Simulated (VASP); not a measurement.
A run of VASP 6.6.1:

The input INCAR:

```
SYSTEM = Hf
  ALGO = Normal
  EDIFF = 1E-7
  ENCUT = 520
  GGA = PS
  ISIF = 2
  ISMEAR = -1
  LASPH = .TRUE.
  LCHARG = .FALSE.
  LREAL = .FALSE.
  LWAVE = .FALSE.
  NBANDS = 11
  NELM = 80
  PREC = Accurate
  SIGMA = 0.05
```

File KPOINTS:

```
k-points
0
G
  10 10 10
  0 0 0
```

POSCAR

```
Hf
1.0
    0.0000000000      2.1899963220      2.1899963220
    2.1899963220      0.0000000000      2.1899963220
    2.1899963220      2.1899963220      0.0000000000
Hf
1
Direct
    0.0000000000      0.0000000000      0.0000000000
```

Potentials or basis: VASP PAW PBE potentials, release 64 (Hf_pv).

Command:

```console
$ cat potpaw_PBE.64/Hf_pv/POTCAR > POTCAR
$ mpirun -np 1 vasp_std > vasp.out
```

Hardware: 1 thread of Intel(R) Xeon(R) Platinum 8259CL CPU @ 2.50GHz (Skylake/Cascade Lake) (shared host).

Problem. How long does it take, and how much memory?

Solution. It took 7.6 s on 1 thread of Intel(R) Xeon(R) Platinum 8259CL CPU @ 2.50GHz (Skylake/Cascade Lake), with other jobs on the host, peak memory 0.14 GiB. Counts: scf iterations 12, k points 47.
